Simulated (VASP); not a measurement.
# Nb (Fm-3m) in VASP: notebook, part 3 of 3

VASP 6.6.1. Earlier steps stand in the parts before.

**5. Electric field gradients, PBEsol (volume scaled by 0.975)**

File INCAR:

```
ALGO     = Normal         # electronic algorithm
EDIFF    = 1E-8           # SCF threshold, eV
ENCUT    = 520            # plane-wave cutoff, eV
GGA      = PS             # functional
ISIF     = 2              # what is computed and relaxed
ISMEAR   = -1             # smearing method
LASPH    = T              # aspherical terms in the spheres
LCHARG   = F              # write CHGCAR
LEFG     = T            
LREAL    = F              # projectors in reciprocal space
LWAVE    = F              # write WAVECAR
NBANDS   = 12             # bands
NELM     = 60             # most SCF steps
PREC     = Accurate       # precision mode
SIGMA    = 0.08           # smearing width, eV
```

File KPOINTS:

```
k-points
0
Gamma
  13 13 13
```

File POSCAR:

```
Nb
1.0
    0.0000000000      2.0972260504      2.0972260504
    2.0972260504      0.0000000000      2.0972260504
    2.0972260504      2.0972260504      0.0000000000
Nb
1
Direct
    0.0000000000      0.0000000000      0.0000000000
```

Potentials or basis: VASP PAW PBE potentials, release 64 (Nb_sv).

Launch:

```console
$ cat potpaw_PBE.64/Nb_sv/POTCAR > POTCAR
$ mpirun -np 1 vasp_std > vasp.out
```

OUTCAR:

```text
EDIFF = 1E-8
   ENCUT = 520
   GGA = PS
   ISIF = 2
   ISMEAR = -1
   LASPH = T
   LREAL = F
   NELM = 60
   PREC = Accurate

 ion  position               nearest neighbor table
   1  0.000  0.000  0.000-

  LATTYP: Found a face centered cubic cell.
 ALAT       =     4.1944521008

  Lattice vectors:

 A1 = (   0.0000000000,   2.0972260504,   2.0972260504)
[... 566 lines left out ...]
 -----------------------------------------------------------------------------------
    total drift:                               -0.000000     -0.000000     -0.000000

  FREE ENERGIE OF THE ION-ELECTRON SYSTEM (eV)
  ---------------------------------------------------
  free  energy   TOTEN  =       -10.6173905880 eV

  energy  without entropy=      -10.5844661213  energy(sigma->0) =      -10.60092835

 Electric field gradients (V/A^2)
---------------------------------------------------------------------
 ion       V_xx      V_yy      V_zz      V_xy      V_xz      V_yz
---------------------------------------------------------------------
   1       0.000    -0.000    -0.000    -0.000    -0.000    -0.000
---------------------------------------------------------------------

 Electric field gradients after diagonalization (V/A^2)
 (convention: |V_zz| > |V_xx| > |V_yy|)
----------------------------------------------------------------------
 ion       V_xx      V_yy      V_zz     asymmetry (V_yy - V_xx)/ V_zz
----------------------------------------------------------------------
   1       0.000     0.000    -0.000       0.000
----------------------------------------------------------------------

           NMR quadrupolar parameters

 Cq : quadrupolar parameter    Cq=e*Q*V_zz/h
 eta: asymmetry parameters     (V_yy - V_xx)/ V_zz
 Q  : nuclear electric quadrupole moment in mb (millibarn)
----------------------------------------------------------------------
 ion       Cq(MHz)       eta       Q (mb)
----------------------------------------------------------------------
   1      -0.000       0.000       1.000
----------------------------------------------------------------------
```

OSZICAR:

```text
N       E                     dE             d eps       ncg     rms          rms(c)
DAV:   1     0.118125416189E+03    0.11813E+03   -0.72437E+03  2024   0.108E+03
DAV:   2    -0.602027691412E+01   -0.12415E+03   -0.11971E+03  2124   0.387E+02
DAV:   3    -0.107890440618E+02   -0.47688E+01   -0.45089E+01  2872   0.668E+01
DAV:   4    -0.111381774762E+02   -0.34913E+00   -0.34613E+00  2904   0.165E+01
DAV:   5    -0.111510511214E+02   -0.12874E-01   -0.12862E-01  2888   0.262E+00    0.701E+00
DAV:   6    -0.106760427259E+02    0.47501E+00   -0.72114E-01  3216   0.104E+01    0.246E+00
DAV:   7    -0.106139523340E+02    0.62090E-01   -0.21440E-01  3296   0.559E+00    0.101E+00
DAV:   8    -0.106173115648E+02   -0.33592E-02   -0.13373E-02  2372   0.150E+00    0.446E-02
DAV:   9    -0.106173744923E+02   -0.62927E-04   -0.86302E-04  3432   0.317E-01    0.367E-02
DAV:  10    -0.106173912929E+02   -0.16801E-04   -0.14360E-05  2376   0.474E-02    0.151E-02
DAV:  11    -0.106173906339E+02    0.65906E-06   -0.85272E-06  2680   0.479E-02    0.208E-03
DAV:  12    -0.106173906293E+02    0.46189E-08   -0.92313E-07  2828   0.807E-03    0.679E-04
DAV:  13    -0.106173905809E+02    0.48310E-07   -0.20581E-08  2396   0.133E-03    0.354E-04
DAV:  14    -0.106173905880E+02   -0.70074E-08   -0.49757E-09  1560   0.817E-04
   1 F= -.10617391E+02 E0= -.10600928E+02  d E =-.329245E-01
```

It took 13 s on 1 thread of AMD EPYC 9R45 (Zen 5), shared host; peak memory 0.12 GiB.

What came out:

```yaml
Free_energy: -10.6174 eV
Pressure: -2.9 GPa
```

Levels at points of the mesh, in eV from the Fermi level:
| k point | band 2 | band 3 | band 4 | band 5 | band 6 | band 7 | band 8 | band 9 | band 10 | band 11 |
| --- | --- | --- | --- | --- | --- | --- | --- | --- | --- | --- |
| (0.00, 0.00, 0.00) | -30.03 | -30.03 | -30.03 | -6.28 | 0.11 | 0.11 | 0.11 | 2.76 | 2.76 | 11.87 |

Caveat: without QUAD_EFG the Cq values of the log hold for a quadrupole moment of 1 mb, not for the nuclei; the PAW data sets were made with another functional, which shifts forces and pressure a little.

**6. Electric field gradients, PBEsol (volume scaled by 0.96)**

File INCAR:

```
PREC = Accurate
ENCUT = 520
EDIFF = 1E-8
ISMEAR = -1
SIGMA = 0.08
LREAL = F
LASPH = T
NELM = 60
ALGO = Normal
ISIF = 2
LWAVE = F
LCHARG = F
GGA = PS
LEFG = T
NBANDS = 12
```

File KPOINTS:

```
regular mesh
0
Gamma
  13 13 13
```

File POSCAR:

```
Nb
1.0
    0.0000000000      2.0864154149      2.0864154149
    2.0864154149      0.0000000000      2.0864154149
    2.0864154149      2.0864154149      0.0000000000
Nb
1
Direct
    0.0000000000      0.0000000000      0.0000000000
```

Potentials or basis: VASP PAW PBE potentials, release 64 (Nb_sv).

Launch:

```console
$ cat potpaw_PBE.64/Nb_sv/POTCAR > POTCAR
$ mpirun -np 1 vasp_std > vasp.out
```

OUTCAR:

```text
PREC = Accurate
   ENCUT = 520
   EDIFF = 1E-8
   ISMEAR = -1
   LREAL = F
   LASPH = T
   NELM = 60
   ISIF = 2
   GGA = PS

 ion  position               nearest neighbor table
   1  0.000  0.000  0.000-

  LATTYP: Found a face centered cubic cell.
 ALAT       =     4.1728308298

  Lattice vectors:

 A1 = (   0.0000000000,   2.0864154149,   2.0864154149)
 A2 = (   2.0864154149,   0.0000000000,   2.0864154149)
 A3 = (   2.0864154149,   2.0864154149,   0.0000000000)

Analysis of symmetry for initial positions (statically):
=====================================================================
 Subroutine PRICEL returns:
 Original cell was already a primitive cell.

 Routine SETGRP: Setting up the symmetry group for a
 face centered cubic supercell.

 Subroutine GETGRP returns: Found 48 space group operations
 (whereof 48 operations were pure point group operations)
 out of a pool of 48 trial point group operations.

The static configuration has the point symmetry O_h .

Analysis of symmetry for dynamics (positions and initial velocities):
=====================================================================
 Subroutine PRICEL returns:
 Original cell was already a primitive cell.

 Routine SETGRP: Setting up the symmetry group for a
 face centered cubic supercell.

 Subroutine GETGRP returns: Found 48 space group operations
 (whereof 48 operations were pure point group operations)
 out of a pool of 48 trial point group operations.

The dynamic configuration has the point symmetry O_h .

 Subroutine INISYM returns: Found 48 space group operations
 (whereof 48 operations are pure point group operations),
 and found     1 'primitive' translations

----------------------------------------------------------------------------------------

                                     Primitive cell

  volume of cell :      18.1649

  direct lattice vectors                    reciprocal lattice vectors
     0.000000000  2.086415415  2.086415415    -0.239645469  0.239645469  0.239645469
     2.086415415  0.000000000  2.086415415     0.239645469 -0.239645469  0.239645469
     2.086415415  2.086415415  0.000000000     0.239645469  0.239645469 -0.239645469

  length of vectors
     2.950636976  2.950636976  2.950636976     0.415078128  0.415078128  0.415078128

  position of ions in fractional coordinates (direct lattice)
     0.000000000  0.000000000  0.000000000

  ion indices of the primitive-cell ions
   primitive index   ion index
                 1           1

----------------------------------------------------------------------------------------

 KPOINTS: regular mesh

Automatic generation of k-mesh.
 Grid dimensions read from file:
 generate k-points for:   13   13   13

 Generating k-lattice:

  Cartesian coordinates                     Fractional coordinates (reciprocal lattice)
    -0.018434267  0.018434267  0.018434267     0.076923077  0.000000000  0.000000000
     0.018434267 -0.018434267  0.018434267     0.000000000  0.076923077  0.000000000
[... 71 lines left out ...]
   EMIN   =  10.00;   EMAX   =-10.00  energy-range for DOS
   EFERMI =   0.00;   METHOD = LEGACY
   ISMEAR =    -1;   SIGMA  =   0.08  broadening in eV -4-tet -1-fermi 0-gaus
   EFERMI_NEDOS =   21; number of points for ismear=-14 and -15
   IALGO  =     38    algorithm
   IMIX   =      4    mixing-type and parameters
     AMIX     =   0.40;   BMIX     =  1.00
     AMIX_MAG =   1.60;   BMIX_MAG =  1.00
  volume/ion in A,a.u.               =      18.16       122.58
  Fermi-wavevector in a.u.,A,eV,Ry     =   1.464351  2.767222 29.175294  2.144324
  Thomas-Fermi vector in A             =   2.580337
   LORBIT       =      0    0 simple, 1 ext, 2 COOP (PROOUT), +10 PAW based schemes
   GGA     = PS    functional components
   LHFCALC =     F    Hartree Fock is set to
   AEXX    =    0.0000 exact exchange contribution
   IVDW    =     0    specifies the selected vdW correction
   LEPSILON=     F    determine dielectric tensor
   LRPA    =     F    only Hartree local field effects (RPA)
 non-spin polarized calculation
  energy-cutoff  :      520.00
  volume of cell :       18.16
 maximum number of plane-waves:       531
 NGX is ok and might be reduce to    24
   NGX = 11   NGY = 11   NGZ = 11

 number of electron      13.0000000 magnetization

 Free energy of the ion-electron system (eV)
  ---------------------------------------------------
  ext. energy  EPLUGINS =         0.00000000
  ---------------------------------------------------
  free energy    TOTEN  =       -10.62001565 eV

  energy without entropy =      -10.58712585  energy(sigma->0) =      -10.60357075

 E-fermi :  11.2738     XC(G=0): -12.5881

 val. band max:       11.2563795254   @ k =  -0.4615   0.2308   0.0000
 cond. band min:      11.2782242163   @ k =   0.3846   0.2308   0.0000
 fundamental gap:      0.0218446909
 Fermi energy:        11.2738375284

 k-point     1 :       0.0000    0.0000    0.0000
  band No.  band energies     occupation
      1     -43.3693      2.00000
      2     -18.7119      2.00000
      3     -18.7119      2.00000
      4     -18.7119      2.00000
      5       4.9605      2.00000
      6      11.3710      0.45788
      7      11.3710      0.45788
      8      11.3710      0.45788
      9      14.0844      0.00000
     10      14.0844      0.00000
     11      23.1578      0.00000
     12      28.0399      0.00000
[... 331 lines left out ...]
 k-point    24 :       0.4615    0.1538    0.0000
  band No.  band energies     occupation
      1     -43.1409      2.00000
      2     -19.8759      2.00000
      3     -19.0340      2.00000
      4     -18.9531      2.00000
      5       7.9785      2.00000
      6      10.2125      2.00000
      7      11.2885      0.90861
      8      12.0307      0.00016
      9      16.2451      0.00000
     10      16.6645      0.00000
     11      22.4004      0.00000
     12      24.9980      0.00000

 [... further k-points ...]

------------------------ aborting loop because EDIFF is reached ----------------------------------------

  FORCE on cell =-STRESS in cart. coord.  units (eV):
  Direction    XX          YY          ZZ          XY          YZ          ZX
  --------------------------------------------------------------------------------------
  -------------------------------------------------------------------------------------
  Total       -0.0299060     -0.0299060     -0.0299060      0.0000000      0.0000000      0.0000000
  in kB       -2.6377646     -2.6377646     -2.6377646      0.0000000      0.0000000      0.0000000
  external PRESSURE =      -2.6377646 kB  Pullay stress =       0.0000000 kB

 VOLUME and BASIS-vectors are now :
 -----------------------------------------------------------------------------
  energy-cutoff  :      520.00
  volume of cell :       18.16
      direct lattice vectors                 reciprocal lattice vectors
     0.000000000  2.086415415  2.086415415    -0.239645469  0.239645469  0.239645469
     2.086415415  0.000000000  2.086415415     0.239645469 -0.239645469  0.239645469
     2.086415415  2.086415415  0.000000000     0.239645469  0.239645469 -0.239645469

 POSITION                                       TOTAL-FORCE (eV/Angst)
 -----------------------------------------------------------------------------------
      0.00000      0.00000      0.00000         0.000000      0.000000      0.000000
 -----------------------------------------------------------------------------------
    total drift:                                0.000000     -0.000000     -0.000000

  FREE ENERGIE OF THE ION-ELECTRON SYSTEM (eV)
  ---------------------------------------------------
  free  energy   TOTEN  =       -10.6200156495 eV

  energy  without entropy=      -10.5871258527  energy(sigma->0) =      -10.60357075

 Electric field gradients (V/A^2)
---------------------------------------------------------------------
 ion       V_xx      V_yy      V_zz      V_xy      V_xz      V_yz
---------------------------------------------------------------------
   1       0.000     0.000     0.000    -0.000    -0.000    -0.000
---------------------------------------------------------------------

 Electric field gradients after diagonalization (V/A^2)
 (convention: |V_zz| > |V_xx| > |V_yy|)
----------------------------------------------------------------------
 ion       V_xx      V_yy      V_zz     asymmetry (V_yy - V_xx)/ V_zz
----------------------------------------------------------------------
   1       0.000     0.000    -0.000       0.000
----------------------------------------------------------------------

           NMR quadrupolar parameters

 Cq : quadrupolar parameter    Cq=e*Q*V_zz/h
 eta: asymmetry parameters     (V_yy - V_xx)/ V_zz
 Q  : nuclear electric quadrupole moment in mb (millibarn)
----------------------------------------------------------------------
 ion       Cq(MHz)       eta       Q (mb)
----------------------------------------------------------------------
   1      -0.000       0.000       1.000
----------------------------------------------------------------------
```

OSZICAR:

```text
N       E                     dE             d eps       ncg     rms          rms(c)
DAV:   1     0.119355891127E+03    0.11936E+03   -0.73496E+03  2016   0.108E+03
DAV:   2    -0.630785630125E+01   -0.12566E+03   -0.12141E+03  2224   0.391E+02
DAV:   3    -0.108348949948E+02   -0.45270E+01   -0.43407E+01  2956   0.662E+01
DAV:   4    -0.111288743970E+02   -0.29398E+00   -0.29173E+00  2896   0.151E+01
DAV:   5    -0.111368720040E+02   -0.79976E-02   -0.79948E-02  2948   0.212E+00    0.715E+00
DAV:   6    -0.106766389793E+02    0.46023E+00   -0.69436E-01  3220   0.103E+01    0.253E+00
DAV:   7    -0.106163402638E+02    0.60299E-01   -0.21274E-01  3308   0.560E+00    0.101E+00
DAV:   8    -0.106199503364E+02   -0.36101E-02   -0.13549E-02  2368   0.151E+00    0.458E-02
DAV:   9    -0.106199997820E+02   -0.49446E-04   -0.89186E-04  3368   0.320E-01    0.377E-02
DAV:  10    -0.106200165085E+02   -0.16727E-04   -0.14607E-05  2412   0.481E-02    0.162E-02
DAV:  11    -0.106200156907E+02    0.81776E-06   -0.91156E-06  2688   0.500E-02    0.212E-03
DAV:  12    -0.106200156979E+02   -0.71118E-08   -0.93780E-07  2804   0.790E-03    0.562E-04
DAV:  13    -0.106200156462E+02    0.51682E-07   -0.21792E-08  2456   0.140E-03    0.331E-04
DAV:  14    -0.106200156495E+02   -0.33283E-08   -0.45389E-09  1496   0.790E-04
   1 F= -.10620016E+02 E0= -.10603571E+02  d E =-.328898E-01
```

stdout:

```text
POSCAR found type information on POSCAR Nb
 POSCAR found :  1 types and       1 ions
 scaLAPACK will be used
 -----------------------------------------------------------------------------
|                                                                             |
|                                                                             |
|     You enforced a specific xc type in the INCAR file but a different       |
|     I HOPE YOU KNOW WHAT YOU ARE DOING!                                     |
|                                                                             |
 -----------------------------------------------------------------------------

 LDA part: xc-table for (Slater+PW92), standard interpolation
 POSCAR, INCAR and KPOINTS ok, starting setup
 FFT: planning ... GRIDC
 FFT: planning ... GRID_SOFT
 FFT: planning ... GRID
 WAVECAR not read
 entering main loop
ion   1
```

Wall time 13 s (1 thread of AMD EPYC 9R45 (Zen 5), shared host); peak memory 0.12 GiB.

What came out:

```yaml
Free_energy: -10.6200 eV
Pressure: -0.3 GPa
```

Caveat: without QUAD_EFG the Cq values of the log hold for a quadrupole moment of 1 mb, not for the nuclei; the PAW data sets were made with another functional, which shifts forces and pressure a little.

**7. Overview**

```csv
cell,gap on the mesh (eV),pressure (GPa)
"a = 2.971 Å, angles 60.0°, 1 atom",none,-3.7
"a = 2.940 Å, angles 60.0°, 1 atom",none,1.6
"a = 2.966 Å, angles 60.0°, 1 atom",none,-2.9
"a = 2.951 Å, angles 60.0°, 1 atom",none,-0.3
```

Alike in all rows: task electric field gradients; level PBEsol; potentials or basis VASP PAW PBE potentials, release 64 (Nb_sv); no spin polarisation; k mesh 13 × 13 × 13; cutoff (eV) 520; smearing fermi-dirac 0.08 eV.

Caveats: the PAW data sets were made with another functional, which shifts forces and pressure a little.

Total energies depend on the potentials used, so only differences within one code and one set of settings carry meaning.
